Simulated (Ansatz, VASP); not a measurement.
# One calculation of Cd3In3O2, two programs

```
Cd In O
1.0
     3.35270    0.00000    0.00000
    -1.67635    2.90352    0.00000
     0.00000    0.00000   16.74078
Cd In O
3 3 2
Direct
  0.00000 0.00000 0.00000
  0.33333 0.66667 0.16753
  0.66667 0.33333 0.83247
  0.33333 0.66667 0.67930
  0.00000 0.00000 0.50000
  0.66667 0.33333 0.32070
  0.33333 0.66667 0.91683
  0.66667 0.33333 0.08317
```

Alike in both runs: functional PBE; k mesh 5 × 5 × 1; occupations gaussian, width 0.2 eV; no spin polarisation.

Ansatz relaxed the structure, and its values are those at the end. VASP's run is a single point on that final structure, the one shown.

|  | VASP | Ansatz |
| --- | --- | --- |
| version | VASP 6.6.1 | Ansatz 0.2.0 |
| potentials or method | VASP PAW PBE potentials, release 64 (Cd, In_d, O), cutoff 520 eV | scalar-relativistic, plane waves, PAW |
| valence electrons in the cell | 87 | 111 |

Ansatz gave:

- gap on the k mesh at the Fermi level (eV): none
- pressure (GPa): -0.3
- rms of the force components (eV/Å): 0.025

Problem. Estimate VASP's values.

Solution. gap on the k mesh at the Fermi level (eV): none; pressure (GPa): 0.1; rms of the force components (eV/Å): 0.032.

A gap of «none» marks a metal or a gap that the smearing closes. VASP's potentials hold 87 valence electrons a cell and Ansatz's 111, so a difference there can come from the potentials and not from the codes.

The k mesh is coarse, so the values compare programs but aren't converged.
